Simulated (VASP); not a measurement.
## SnO2: single point with PBE

The system is SnO2.

```
Sn O
1.0
    -0.02128    2.53347    2.53347
     2.53347   -0.02128    2.53347
     2.51219    2.51219    0.00000
Sn O
1 2
Direct
  0.00000 0.00000 0.00000
  0.25046 0.25046 0.24954
  0.74954 0.74954 0.75046
```

This cell differs from its parent crystal: shear xy strain -1.7%.

```
Program                : VASP 6.6.1
Task                   : single point
Functional             : PBE
Potentials or basis    : VASP PAW PBE potentials, release 64 (Sn_d, O)
Cutoff                 : 520 eV
k mesh                 : 8 × 8 × 8
Occupations            : fermi-dirac, width 0.02 eV
Spin                   : no spin polarisation
Dipole correction      : no
Further INCAR settings : ALGO = Normal; EDIFF = 1e-07; NBANDS = 20
```

- Pressure: 10.0 GPa
- Largest force: 0.024 eV/Å
- Band gap on the k mesh: 0.28 eV (least direct gap 1.63 eV)

Forces in eV/Å, atoms in the order of the input:
```
Sn   0.000  0.000  0.000
O    0.000  0.000  0.024
O    0.000  0.000 -0.024
```

Stress tensor (GPa, compression positive):
```
10.05  0.43  0.00
 0.43 10.05  0.00
 0.00  0.00 10.03
```

Levels at points of the mesh, in eV from the valence-band top:
```tsv
k point	band 11	band 12	band 13	band 14	band 15	band 16
(0.00, 0.00, 0.00)	-1.46	-1.40	-1.34	0.28	6.96	7.13
(0.50, 0.00, 0.00)	-3.40	-2.13	-2.12	4.89	8.01	10.35
(0.50, 0.50, 0.00)	-0.22	-0.17	-0.12	3.30	7.26	9.95
(0.00, 0.00, 0.50)	-3.43	-2.15	-2.15	4.93	8.09	10.35
(0.50, 0.00, 0.50)	-0.20	-0.20	-0.12	3.30	7.26	9.95
```

Wall time 110 s on 1 thread of Intel Xeon 8259CL (shared host), peak memory 0.2 GiB.

Caveat: the cell differs from its parent crystal (shear xy strain -1.7%); the cell stands under pressure; spin-orbit coupling is left out, which moves the levels of the heavy elements. A k mesh can miss the band edges.
